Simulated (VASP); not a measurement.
A run of VASP 6.6.1 is set up as follows.

The input INCAR:

```
ALGO     = Normal         # electronic algorithm
EDIFF    = 1E-6           # SCF threshold, eV
ENCUT    = 520            # plane-wave cutoff, eV
GGA      = PE             # functional
ISIF     = 2              # what is computed and relaxed
ISMEAR   = -1             # smearing method
LASPH    = T              # aspherical terms in the spheres
LCHARG   = F              # write CHGCAR
LREAL    = F              # projectors in reciprocal space
LWAVE    = F              # write WAVECAR
NBANDS   = 16             # bands
NELM     = 100            # most SCF steps
PREC     = Accurate       # precision mode
SIGMA    = 0.05           # smearing width, eV
```

KPOINTS

```
k-points
0
Gamma
  14 14 14
```

Contents of POSCAR:

```
CdS
1.0
    3.1120799152      0.0000000000      0.0000000000
    0.0000000000      3.1120799152      0.0000000000
    0.0000000000      0.0000000000      3.1120799152
Cd S
1 1
Direct
    0.0000000000      0.0000000000      0.0000000000
    0.5000000000      0.5000000000      0.5000000000
```

Potentials or basis: VASP PAW PBE potentials, release 64 (Cd, S).

Launch:

```bash
$ cat potpaw_PBE.64/Cd/POTCAR potpaw_PBE.64/S/POTCAR > POTCAR
$ mpirun -np 1 vasp_std > vasp.out
```

Task: Predict the pressure.

Result: 37.5 GPa.

Task: What does it give for the band gap on the k mesh?

Result: Zero (band 9 reaches 7.11 eV, above the bottom of band 10 at 6.11 eV).
